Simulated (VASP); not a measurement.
Set up this calculation in VASP 6.6.1, as the native input.

| Property | Result |
| --- | --- |
| Task | single point |
| Functional | LDA |
| Potentials or basis | VASP PAW LDA potentials, release 64 (C, O, H) |
| Cutoff | 520 eV |
| k mesh | 2 × 2 × 1 |
| Occupations | gaussian, width 0.02 eV |
| Spin | no spin polarisation |
| Dipole correction | no |
| Further INCAR settings | LREAL = Auto; ALGO = Normal; EDIFF = 1e-07; NBANDS = 56 |

The structure of H2C18O lies in POSCAR:

```
H2C18O
1.0
    7.3980000000      0.0000000000      0.0000000000
   -3.6990000000      6.4068560000      0.0000000000
    0.0000000000      0.0000000000     11.0000000000
C O H
18 1 2
Direct
    0.0047745944      0.0154537577      0.0744330909
    0.2267325387      0.1282090623      0.0744959091
    0.0047261827      0.3487743442      0.0744327273
    0.2266931339      0.4613957298      0.0743730000
    0.0046569771      0.6820014372      0.0744322727
    0.2266569049      0.7947912361      0.0742693636
    0.3381551808      0.0155104157      0.0743718182
    0.5602448490      0.1283615552      0.0742680000
    0.3380937876      0.3487471858      0.0744952727
    0.5601186477      0.4614622211      0.0744916364
    0.3379379872      0.6819276100      0.0741854545
    0.5601526845      0.7948644390      0.0743980909
    0.6715829752      0.0156563531      0.0742882727
    0.8935084372      0.1282304456      0.0743993636
    0.6714867511      0.3487999418      0.0744185455
    0.8933999863      0.4614750199      0.0744713636
    0.6715001294      0.6820108022      0.0744840000
    0.8934733718      0.7948723992      0.0744454545
    0.4487637852     -0.1199190367      0.3524542727
    0.4853195295     -0.1716715656      0.2805699091
    0.3387336835     -0.0943287940      0.3250950909
```

One way to write it, as run:

INCAR

```
PREC = Accurate
ENCUT = 520
EDIFF = 1E-7
ISMEAR = 0
SIGMA = 0.02
LREAL = Auto
LASPH = True
NELM = 80
ALGO = Normal
ISIF = 2
LWAVE = False
LCHARG = True
LELF = True
LVHAR = True
NBANDS = 56
```

KPOINTS

```
regular mesh
0
Gamma
  2 2 1
```

Potentials or basis: VASP PAW LDA potentials, release 64 (C, O, H).

Command:

```sh
$ cat potpaw_LDA.64/C/POTCAR potpaw_LDA.64/O/POTCAR potpaw_LDA.64/H/POTCAR > POTCAR
$ mpirun -np 1 vasp_std > vasp.out
```

It gave:

```json
{
  "Largest force": "0.213 eV/Å",
  "Band gap on the k mesh": "0.14 eV"
}
```

Caveat: the k points lie up to 0.49 Å⁻¹ apart; there is no dipole correction, which matters where the two faces differ.

Run time: 8.4 min on 1 thread of Oxide Virtual Turin-like Processor (shared host), peak memory 0.42 GiB.
